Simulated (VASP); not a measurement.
A run of VASP 6.6.1:

INCAR

```
SYSTEM = FeS2
ALGO     = Normal         ! electronic algorithm
EDIFF    = 1E-7           ! SCF threshold, eV
EDIFFG   = -0.01          ! ionic threshold
ENCUT    = 600            ! plane-wave cutoff, eV
GGA      = PE             ! functional
GGA_COMPAT= .False.      
IBRION   = 2              ! ionic algorithm
ISIF     = 4              ! what is computed and relaxed
ISMEAR   = 0              ! smearing method
LASPH    = .True.         ! aspherical terms in the spheres
LCHARG   = .False.        ! write CHGCAR
LREAL    = .False.        ! projectors in reciprocal space
LWAVE    = .False.        ! write WAVECAR
NELM     = 120            ! most SCF steps
NELMIN   = 4            
NSW      = 50             ! ionic steps
PREC     = Accurate       ! precision mode
SIGMA    = 0.02           ! smearing width, eV
```

Contents of KPOINTS:

```
k-points
0
Gamma
  6 6 8
  0 0 0
```

Contents of POSCAR:

```
FeS2
1.0
    4.4828738406      0.0000000000      0.0000000000
    0.0000000000      5.4633490818      0.0000000000
    0.0000000000      0.0000000000      3.4229047122
Fe S
2 4
Direct
    0.0000000000      0.0000000000      0.0000000000
    0.5000000000      0.5000000000      0.5000000000
    0.2062736458      0.3751842722      0.0000000000
    0.2937263542      0.8751842722      0.5000000000
    0.7937263542      0.6248157278      0.0000000000
    0.7062736458      0.1248157278      0.5000000000
```

Potentials or basis: VASP PAW PBE potentials, release 64 (Fe, S).

Command:

```bash
$ cat potpaw_PBE.64/Fe/POTCAR potpaw_PBE.64/S/POTCAR > POTCAR
$ mpirun -np 1 vasp_std > vasp.out
```

Hardware: 1 thread of AMD EPYC 9R45 96-Core Processor (Zen 5), on a shared host.

Problem. Estimate the wall time of this run.

Solution. Run time: 5 min on 1 thread of AMD EPYC 9R45 96-Core Processor (Zen 5), with other jobs on the host, peak memory 0.3 GiB. Counts: scf iterations 38, k points 80, ion steps 4.
